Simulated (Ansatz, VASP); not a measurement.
CuO: VASP beside Ansatz

```xyz
4
Lattice="2.0425 -2.0504 0.0000 2.0425 2.0504 0.0000 0.0000 0.0000 5.0923" Properties=species:S:1:pos:R:3 pbc="T T T"
Cu    1.0566    1.0605    0.0000
Cu    1.0566   -0.9898    2.5461
O     2.0425    0.0000    1.2731
O     2.0425    0.0000    3.8192
```

Change from the starting cell: all Cu atoms moved +0.050 Å, as atom 1 along Cartesian [1 1 0].

Alike in both runs: task single point; functional PBEsol; k mesh 16 × 16 × 10; occupations gaussian, width 0.15 eV; no spin polarisation.

|  | VASP | Ansatz |
| --- | --- | --- |
| version | VASP 6.6.1 | Ansatz 0.2.0 |
| potentials or method | VASP PAW PBE potentials, release 64 (Cu, O), cutoff 520 eV | scalar-relativistic, plane waves, PAW |
| valence electrons in the cell | 34 | 50 |

VASP gave:

* gap on the k mesh at the Fermi level (eV): none
* pressure (GPa): 1.0
* traceless stress, the component that is largest in VASP (GPa): 0.49
* rms of the force components (eV/Å): 0.320

Q: Which values does Ansatz return?

A: gap on the k mesh at the Fermi level (eV): none; pressure (GPa): 0.2; traceless stress, the component that is largest in VASP (GPa): 0.18; rms of the force components (eV/Å): 0.311.

VASP's potentials were made for PBE, not for PBEsol. Atom by atom the forces differ by 0.010 eV/Å (rms over components). A gap of «none» marks a metal or a gap that the smearing closes. VASP's potentials hold 34 valence electrons a cell and Ansatz's 50, so a difference there can come from the potentials and not from the codes.
